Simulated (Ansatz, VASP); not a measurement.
## Two plane-wave programs on TiO2

```
Ti O
1.0
     3.77771    0.00000    0.00000
     0.00000    3.77771    0.00000
     0.09584    0.00000    9.58403
Ti O
4 8
Direct
  0.00257 0.50000 0.74999
  0.49743 0.50000 0.00001
  0.50257 0.00000 0.24999
  0.99743 0.00000 0.50001
  0.99825 0.50000 0.95724
  0.50175 0.50000 0.79276
  0.49625 0.00000 0.04276
  0.00375 0.00000 0.70724
  0.49825 0.00000 0.45724
  0.00175 0.00000 0.29276
  0.99625 0.50000 0.54276
  0.50375 0.50000 0.20724
```

Change from the starting cell: shear of c along a, cell held, atoms relaxed: +1.0 %.

Alike in both runs: functional r2SCAN; k mesh 6 × 6 × 4; occupations gaussian, width 0.02 eV; no spin polarisation.

Ansatz relaxed the structure, and its values are those at the end. VASP's run is a single point on that final structure, the one shown.

|  | VASP | Ansatz |
| --- | --- | --- |
| version | VASP 6.6.1 | Ansatz 0.2.0 |
| potentials or method | VASP PAW PBE potentials, release 64 (Ti_sv, O), cutoff 520 eV | scalar-relativistic, plane waves, PAW |
| valence electrons in the cell | 96 | 96 |

Ansatz gave:

| Property | Result |
| --- | --- |
| gap on the k mesh at the Fermi level (eV) | 2.58 |
| least direct gap on the mesh (eV) | 2.65 |
| pressure (GPa) | 0.0 |
| rms of the force components (eV/Å) | 0.003 |

Q: Estimate VASP's values.

A: gap on the k mesh at the Fermi level (eV): 2.60; least direct gap on the mesh (eV): 2.68; pressure (GPa): 1.2; rms of the force components (eV/Å): 0.016.

VASP's potentials were made for PBE, not for r2SCAN. Ansatz's warnings: stress scf threshold loose.
